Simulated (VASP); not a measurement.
Input of a VASP 6.6.1 run:

INCAR

```
SYSTEM = Sc
ALGO = Fast
EDIFF = 1E-6
ENCUT = 520
ISIF = 2
ISMEAR = 0
LASPH = .TRUE.
LCHARG = .FALSE.
LREAL = .FALSE.
LWAVE = .FALSE.
NBANDS = 18
NELM = 60
PREC = Accurate
SIGMA = 0.1
```

KPOINTS

```
k-points
0
G
  6 6 4
  0 0 0
```

POSCAR

```
Sc
1.0
    3.3087978973      0.0000000000      0.0000000000
   -1.6543989486      2.8655030350      0.0000000000
    0.0000000000      0.0000000000      5.2680000000
Sc
2
Direct
    0.3333333333      0.6666666667      0.2500000000
    0.6666666667      0.3333333333      0.7500000000
```

Potentials or basis: VASP PAW LDA potentials, release 64 (Sc_sv).

The run is started by

```console
$ cat potpaw_LDA.64/Sc_sv/POTCAR > POTCAR
$ mpirun -np 1 vasp_std > vasp.out
```

**Question.** Estimate the band gap on the k mesh.

**Answer.** Zero (band 11 reaches 4.25 eV, above the bottom of band 12 at 2.92 eV).

**Question.** Estimate the pressure.

**Answer.** -5.3 GPa.

Stress tensor (GPa, compression positive):
```
-4.43  0.00  0.00
 0.00 -4.43  0.00
 0.00  0.00 -7.12
```

Caveat: the k points lie up to 0.37 Å⁻¹ apart.
